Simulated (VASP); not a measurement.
# As (R-3m) in VASP: further runs

As is run at these levels: PBE+D3(BJ); tasks: relaxation of cell and atoms.

Everything below comes from runs of VASP 6.6.1. Logs are shortened: lines on timing, memory, paths and dates and some standing lists are left out, and cuts for length are marked.

**1. The cell of the first run**

It takes space group R-3m (No. 166, trigonal). Conventional cell: a = 3.783 Å, b = 3.783 Å, c = 10.114 Å, α = 90.00°, β = 90.00°, γ = 120.00°. As (site symmetry 3m) has 6 As at 2.53 to 3.02 Å within 3.3 Å.

**2. Relaxation of cell and atoms, PBE+D3(BJ)**

Contents of INCAR:

```
ALGO = Normal
EDIFF = 1E-6
EDIFFG = -0.001
ENCUT = 600
GGA = PE
IBRION = 2
ISIF = 3
ISMEAR = -1
IVDW = 12
LASPH = T
LCHARG = F
LREAL = F
LWAVE = F
NELM = 60
NSW = 80
PREC = Accurate
SIGMA = 0.15
```

Contents of KPOINTS:

```
k-points
0
Gamma
  15 15 15
```

Contents of POSCAR:

```
As
1.0
    1.8914380030      1.0920222402      3.3713915079
   -1.8914380030      1.0920222402      3.3713915079
    0.0000000000     -2.1840444804      3.3713915079
As
2
Direct
    0.7697136434      0.7697136434      0.7697136434
    0.2302863566      0.2302863566      0.2302863566
```

Potentials or basis: VASP PAW PBE potentials, release 64 (As).

On the command line:

```bash
$ cat potpaw_PBE.64/As/POTCAR > POTCAR
$ mpirun -np 1 vasp_std > vasp.out
```

OUTCAR:

```text
EDIFF = 1E-6
   EDIFFG = -0.001
   ENCUT = 600
   GGA = PE
   IBRION = 2
   ISIF = 3
   ISMEAR = -1
   IVDW = 12
   LASPH = T
   LREAL = F
   NELM = 60
   NSW = 80
   PREC = Accurate
 IVDW          = 12

 ion  position               nearest neighbor table
   1  0.770  0.770  0.770-   2 2.53   2 2.53   2 2.53
   2  0.230  0.230  0.230-   1 2.53   1 2.53   1 2.53

  LATTYP: Found a trigonal (rhomboedric) cell.
 ALAT       =     4.0170052268
 COS(alpha) =     0.5565859772

  Lattice vectors:

 A1 = (   1.8914380030,   1.0920222402,   3.3713915079)
 A2 = (  -1.8914380030,   1.0920222402,   3.3713915079)
 A3 = (   0.0000000000,  -2.1840444804,   3.3713915079)

Analysis of symmetry for initial positions (statically):
=====================================================================
 Subroutine PRICEL returns:
 Original cell was already a primitive cell.

 Routine SETGRP: Setting up the symmetry group for a
 trigonal (rhombohedral) supercell.

 Subroutine GETGRP returns: Found 12 space group operations
 (whereof 12 operations were pure point group operations)
 out of a pool of 12 trial point group operations.

The static configuration has the point symmetry D_3d.

Analysis of symmetry for dynamics (positions and initial velocities):
=====================================================================
 Subroutine PRICEL returns:
 Original cell was already a primitive cell.

 Routine SETGRP: Setting up the symmetry group for a
 trigonal (rhombohedral) supercell.

 Subroutine GETGRP returns: Found 12 space group operations
 (whereof 12 operations were pure point group operations)
 out of a pool of 12 trial point group operations.

The dynamic configuration has the point symmetry D_3d.

 Subroutine INISYM returns: Found 12 space group operations
 (whereof 12 operations are pure point group operations),
 and found     1 'primitive' translations

----------------------------------------------------------------------------------------

                                     Primitive cell

  volume of cell :      41.7815

  direct lattice vectors                    reciprocal lattice vectors
     1.891438003  1.092022240  3.371391508     0.264349135  0.152622044  0.098871143
    -1.891438003  1.092022240  3.371391508    -0.264349135  0.152622044  0.098871143
     0.000000000 -2.184044480  3.371391508     0.000000000 -0.305244089  0.098871143

  length of vectors
     4.017005227  4.017005227  4.017005227     0.320857377  0.320857377  0.320857377

  position of ions in fractional coordinates (direct lattice)
     0.769713643  0.769713643  0.769713643
     0.230286357  0.230286357  0.230286357

  ion indices of the primitive-cell ions
   primitive index   ion index
                 1           1
                 2           2

----------------------------------------------------------------------------------------

 KPOINTS: k-points

Automatic generation of k-mesh.
 Grid dimensions read from file:
 generate k-points for:   15   15   15

 Generating k-lattice:

  Cartesian coordinates                     Fractional coordinates (reciprocal lattice)
     0.017623276  0.010174803  0.006591410     0.066666667  0.000000000  0.000000000
    -0.017623276  0.010174803  0.006591410     0.000000000  0.066666667  0.000000000
     0.000000000 -0.020349606  0.006591410     0.000000000  0.000000000  0.066666667

  Length of vectors
     0.021390492  0.021390492  0.021390492

  Shift w.r.t. Gamma in fractional coordinates (k-lattice)
     0.000000000  0.000000000  0.000000000

 Subroutine IBZKPT returns following result:
 ===========================================

 Found    344 irreducible k-points:

 Following reciprocal coordinates:
            Coordinates               Weight
  0.000000  0.000000  0.000000      1.000000
  0.066667 -0.000000  0.000000      6.000000
  0.133333 -0.000000  0.000000      6.000000
  0.200000  0.000000  0.000000      6.000000
  0.266667 -0.000000  0.000000      6.000000
  0.333333 -0.000000  0.000000      6.000000
[... 16 lines left out ...]
  0.133333  0.133333  0.000000      6.000000
  0.200000  0.133333  0.000000     12.000000
 [... further k-points ...]
   k-points           NKPTS =    344   k-points in BZ     NKDIM =    344   number of bands    NBANDS=      9
   number of dos      NEDOS =    301   number of ions     NIONS =      2
   total plane-waves  NPLWV =  32768
   dimension x,y,z NGX =    32 NGY =   32 NGZ =   32
   dimension x,y,z NGXF=    64 NGYF=   64 NGZF=   64
   ions per type =               2
   NGX,Y,Z   is equivalent  to a cutoff of  13.24, 13.24, 13.24 a.u.
   NGXF,Y,Z  is equivalent  to a cutoff of  26.49, 26.49, 26.49 a.u.
 SYSTEM =  unknown system
   PREC   = accura    normal or accurate (medium, high low for compatibility)
   ISTART =      0    job   : 0-new  1-cont  2-samecut
   ICHARG =      2    charge: 1-file 2-atom 10-const
   ISPIN  =      1    spin polarized calculation?
   LNONCOLLINEAR =      F non collinear calculations
   LSORBIT =      F    spin-orbit coupling
   LASPH  =      T    aspherical Exc in radial PAW
   ENCUT  =  600.0 eV  44.10 Ry    6.64 a.u.   8.02  8.02  8.02*2*pi/ulx,y,z
   NELM   =     60;   NELMIN=  2; NELMDL= -5     # of ELM steps
   EDIFF  = 0.1E-05   stopping-criterion for ELM
   LREAL  =      F    real-space projection
   EDIFFG = -.1E-02   stopping-criterion for IOM
   NSW    =     80    number of steps for IOM
   IBRION =      2    ionic relax: 0-MD 1-quasi-New 2-CG
   NFREE  =      1    steps in history (QN), initial steepest desc. (CG)
   ISIF   =      3    stress and relaxation
   ISYM   =      2    0-nonsym 1-usesym 2-fastsym
   POTIM  = 0.5000    time-step for ionic-motion
   TEBEG  =    0.0;   TEEND  =   0.0 temperature during run
   PSTRESS=    0.0 pullay stress
   NELECT =      10.0000    total number of electrons
   NUPDOWN=      -1.0000    fix difference up-down
   EMIN   =  10.00;   EMAX   =-10.00  energy-range for DOS
   EFERMI =   0.00;   METHOD = LEGACY
   ISMEAR =    -1;   SIGMA  =   0.15  broadening in eV -4-tet -1-fermi 0-gaus
   EFERMI_NEDOS =   21; number of points for ismear=-14 and -15
   IALGO  =     38    algorithm
   IMIX   =      4    mixing-type and parameters
     AMIX     =   0.40;   BMIX     =  1.00
     AMIX_MAG =   1.60;   BMIX_MAG =  1.00
  volume/ion in A,a.u.               =      20.89       140.98
  Fermi-wavevector in a.u.,A,eV,Ry     =   1.016436  1.920786 14.056760  1.033143
  Thomas-Fermi vector in A             =   2.149780
   LORBIT       =      0    0 simple, 1 ext, 2 COOP (PROOUT), +10 PAW based schemes
   GGA     = PE    functional components
   LHFCALC =     F    Hartree Fock is set to
   AEXX    =    0.0000 exact exchange contribution
   IVDW    =    12    specifies the selected vdW correction
   LEPSILON=     F    determine dielectric tensor
   LRPA    =     F    only Hartree local field effects (RPA)
 conjugate gradient relaxation of ions
 non-spin polarized calculation
  energy-cutoff  :      600.00
  volume of cell :       41.78
 maximum number of plane-waves:      1414
   NGX = 15   NGY = 15   NGZ = 15

--------------------------------------- Ionic step        1  -------------------------------------------

 number of electron      10.0000000 magnetization

 number of electron       9.9999999 magnetization

 Free energy of the ion-electron system (eV)
  ---------------------------------------------------
  ext. energy  EPLUGINS =         0.00000000
  ---------------------------------------------------
  free energy    TOTEN  =        -9.31641158 eV

  energy without entropy =       -9.29348823  energy(sigma->0) =       -9.30494990

------------------------ aborting loop because EDIFF is reached ----------------------------------------

 Edisp (eV)   -0.86628

 E8    (eV) :    -0.3670

  FORCE on cell =-STRESS in cart. coord.  units (eV):
  Direction    XX          YY          ZZ          XY          YZ          ZX
  --------------------------------------------------------------------------------------
  -------------------------------------------------------------------------------------
  Total       0.07347     0.07347     0.08396     0.00000     0.00000     0.00000
  in kB       2.81745     2.81745     3.21968     0.00000     0.00000     0.00000
  external pressure =        2.95 kB  Pullay stress =        0.00 kB
[... 97 lines left out ...]
  FREE ENERGIE OF THE ION-ELECTRON SYSTEM (eV)
  ---------------------------------------------------
  free  energy   TOTEN  =       -10.1829220695 eV

  energy  without entropy=      -10.1598515832  energy(sigma->0) =      -10.17138683

[... ionic steps 4 to 14 ...]

--------------------------------------- Ionic step       15  -------------------------------------------

 number of electron      10.0000000 magnetization

------------------------ aborting loop because EDIFF is reached ----------------------------------------

 Edisp (eV)   -0.86505

 E8    (eV) :    -0.3665
[... 69 lines left out ...]
  energy  without entropy=      -10.1597754786  energy(sigma->0) =      -10.17137128

--------------------------------------- Ionic step       17  -------------------------------------------

 number of electron      10.0000000 magnetization

 Free energy of the ion-electron system (eV)
  ---------------------------------------------------
  ext. energy  EPLUGINS =         0.00000000
  ---------------------------------------------------
  free energy    TOTEN  =        -9.31799364 eV

  energy without entropy =       -9.29479290  energy(sigma->0) =       -9.30639327

 E-fermi :   5.7339     XC(G=0): -10.1244

 val. band max:        5.7002312453   @ k =   0.3333   0.1333   0.1333
 cond. band min:       5.7609399892   @ k =   0.3333   0.2000   0.2000
 fundamental gap:      0.0607087439
 Fermi energy:         5.7338706667

 k-point     1 :       0.0000    0.0000    0.0000
  band No.  band energies     occupation
      1      -9.3786      2.00000
      2       0.1387      2.00000
      3       3.3246      2.00000
      4       3.6706      2.00000
      5       3.6706      2.00000
      6       7.8770      0.00000
      7       8.8644      0.00000
      8       8.8644      0.00000
      9      12.2184      0.00000
[... 265 lines left out ...]
 k-point    24 :       0.2000    0.1333    0.0000
  band No.  band energies     occupation
      1      -8.8715      2.00000
      2      -1.3919      2.00000
      3       2.5094      2.00000
      4       2.9620      2.00000
      5       4.9517      1.98919
      6       6.7579      0.00217
      7       8.3795      0.00000
      8       9.3150      0.00000
      9      11.0752      0.00000

 [... further k-points ...]

------------------------ aborting loop because EDIFF is reached ----------------------------------------

 Edisp (eV)   -0.86497

 E8    (eV) :    -0.3664

  FORCE on cell =-STRESS in cart. coord.  units (eV):
  Direction    XX          YY          ZZ          XY          YZ          ZX
  --------------------------------------------------------------------------------------
  -------------------------------------------------------------------------------------
  Total      -0.00009    -0.00009    -0.00095    -0.00000     0.00000    -0.00000
  in kB      -0.00334    -0.00334    -0.03632    -0.00000     0.00000    -0.00000
  external pressure =       -0.01 kB  Pullay stress =        0.00 kB
[... 17 lines left out ...]
  FREE ENERGIE OF THE ION-ELECTRON SYSTEM (eV)
  ---------------------------------------------------
  free  energy   TOTEN  =       -10.1829672555 eV

  energy  without entropy=      -10.1597665089  energy(sigma->0) =      -10.17136688

 reached required accuracy - stopping structural energy minimisation
```

Wall time 6.5 min (1 thread of Intel Xeon Platinum 8259CL at 2.50GHz (Skylake/Cascade Lake), shared host); peak memory 0.31 GiB.

Results:

```
Free energy                           : -10.1830 eV
Relaxed volume                        : 20.92 Å³/atom
Relaxed cell                          : a = 4.019 Å, b = 4.019 Å, c = 4.019 Å, α = 56.19°, β = 56.19°, γ = 56.19°
Space group after relaxing (to 0.1 Å) : R-3m (No. 166)
Energy gained by relaxing             : 0.1 meV/atom
Ionic steps                           : 17
Pressure after relaxing               : 0.0 GPa
Band gap on the k mesh                : zero (bands 5 and 6 overlap by 0.14 eV)
Dispersion energy per atom            : -0.432 eV
```

Step by step:
```tsv
step	energy change (eV)	largest force (eV/Å)	pressure (GPa)	volume (Å³)
1	0.0000	0.0617	0.30	41.78
2	-0.0001	0.0164	-0.29	42.01
3	-0.0002	0.0164	-0.06	41.92
4	-0.0002	0.0152	-0.06	41.92
5	-0.0002	0.0126	-0.07	41.93
6	-0.0002	0.0143	-0.08	41.92
7	-0.0003	0.0056	-0.04	41.89
8	-0.0003	0.0002	-0.02	41.86
9	-0.0003	0.0006	-0.02	41.86
10	-0.0003	0.0013	-0.02	41.86
11	-0.0003	0.0027	0.02	41.84
12	-0.0003	0.0023	0.02	41.84
13	-0.0003	0.0020	0.01	41.84
14	-0.0003	0.0022	-0.01	41.84
15	-0.0003	0.0026	0.01	41.84
16	-0.0003	0.0023	0.01	41.84
17	-0.0003	0.0003	0.00	41.84
```

Final structure:
```
As
1.0
     1.89250    1.09263    3.37254
    -1.89250    1.09263    3.37254
     0.00000   -2.18527    3.37254
As
2
Direct
  0.76936 0.76936 0.76936
  0.23064 0.23064 0.23064
```

**3. Relaxation of cell and atoms, PBE+D3(BJ)**

This run uses another cell than the first one, of 21.53 Å³/atom.

Contents of INCAR:

```
  ALGO = Normal
  EDIFF = 1E-6
  EDIFFG = -0.005
  ENCUT = 600
  GGA = PE
  IBRION = 2
  ISIF = 3
  ISMEAR = 0
  IVDW = 12
  LASPH = True
  LCHARG = False
  LREAL = False
  LWAVE = False
  NELM = 80
  NSW = 100
  PREC = Accurate
  SIGMA = 0.1
```

KPOINTS is that of step 2.

Contents of POSCAR:

```
As
1.0
    1.8807968987      1.0858785957      3.5140619945
   -1.8807968987      1.0858785957      3.5140619945
    0.0000000000     -2.1717571915      3.5140619945
As
2
Direct
    0.7740000000      0.7740000000      0.7740000000
    0.2260000000      0.2260000000      0.2260000000
```

Potentials or basis: VASP PAW PBE potentials, release 64 (As).

On the command line:

```bash
$ cat potpaw_PBE.64/As/POTCAR > POTCAR
$ mpirun -np 1 vasp_std > vasp.out
```

It took 11 min on 1 thread of Intel Xeon Platinum 8259CL at 2.50GHz (Skylake/Cascade Lake), shared host; peak memory 0.33 GiB.

It converged, with:

```
Free energy                           : -10.1752 eV
Relaxed volume                        : 20.91 Å³/atom
Relaxed cell                          : a = 4.013 Å, b = 4.013 Å, c = 4.013 Å, α = 56.34°, β = 56.34°, γ = 56.34°
Space group after relaxing (to 0.1 Å) : R-3m (No. 166)
Energy gained by relaxing             : 11.8 meV/atom
Ionic steps                           : 12
Pressure after relaxing               : 0.0 GPa
Band gap on the k mesh                : zero (bands 5 and 6 overlap by 0.13 eV)
Dispersion energy per atom            : -0.433 eV
```

Step by step:
```
step  energy change (eV)  largest force (eV/Å)  pressure (GPa)  volume (Å³)
   1              0.0000                0.4845            0.93        43.06
   2             -0.0091                0.0290           -1.70        43.84
   3             -0.0103                0.0950           -1.06        43.64
   4             -0.0162                0.0412           -0.55        42.98
   5             -0.0196                0.0273            0.27        42.07
   6             -0.0229                0.0309            0.06        41.94
   7             -0.0236                0.0310           -0.08        41.84
   8             -0.0236                0.0310           -0.10        41.83
   9             -0.0236                0.0176            0.18        41.72
  10             -0.0237                0.0059            0.06        41.77
  11             -0.0237                0.0070            0.05        41.78
  12             -0.0237                0.0009            0.00        41.81
```

Final structure:
```
As
1.0
     1.89423    1.09363    3.36411
    -1.89423    1.09363    3.36411
     0.00000   -2.18727    3.36411
As
2
Direct
  0.76934 0.76934 0.76934
  0.23066 0.23066 0.23066
```

Levels at points of the mesh, in eV from the Fermi level:
```tsv
k point	band 1	band 2	band 3	band 4	band 5	band 6	band 7	band 8	band 9
(0.00, 0.00, 0.00)	-15.13	-5.59	-2.39	-2.09	-2.09	2.13	3.12	3.12	6.46
```

The gap in the log of VASP goes by the Fermi energy; the results here count the filled bands.